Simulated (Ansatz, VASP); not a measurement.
CaZnBr4: VASP beside Ansatz

```xyz
6
Lattice="0.0000 4.3555 4.3555 4.3555 0.0000 4.3555 4.3555 4.3555 0.0000" Properties=species:S:1:pos:R:3 pbc="T T T"
Ca    0.0000    0.0000    0.0000
Zn    2.1778    2.1778    2.1778
Br    3.2671    5.4439    3.2671
Br    5.4439    5.4439    5.4439
Br    5.4439    3.2671    3.2671
Br    3.2671    3.2671    5.4439
```

Change from the starting cell: species swapped into the YbCdNi4 type (F-43m, No. 216).

Alike in both runs: task single point; functional PBE; k mesh 4 × 4 × 4; occupations gaussian, width 0.1 eV; no spin polarisation.

|  | VASP | Ansatz |
| --- | --- | --- |
| version | VASP 6.6.1 | Ansatz 0.2.0 |
| potentials or method | VASP PAW PBE potentials, release 64 (Ca_sv, Zn, Br), cutoff 520 eV | scalar-relativistic, plane waves, PAW |
| valence electrons in the cell | 50 | 50 |

|  | VASP | Ansatz | Ansatz less VASP |
| --- | --- | --- | --- |
| gap on the k mesh at the Fermi level (eV) | none | none | - |
| pressure (GPa) | 3.0 | 3.0 | -0.01 |
| rms of the force components (eV/Å) | 0.038 | 0.038 | +0.0002 |

Atom by atom the forces differ by 0.000 eV/Å (rms over components). A gap of «none» marks a metal or a gap that the smearing closes. The functional is the same, so the differences come from potentials, cutoffs and numerics.
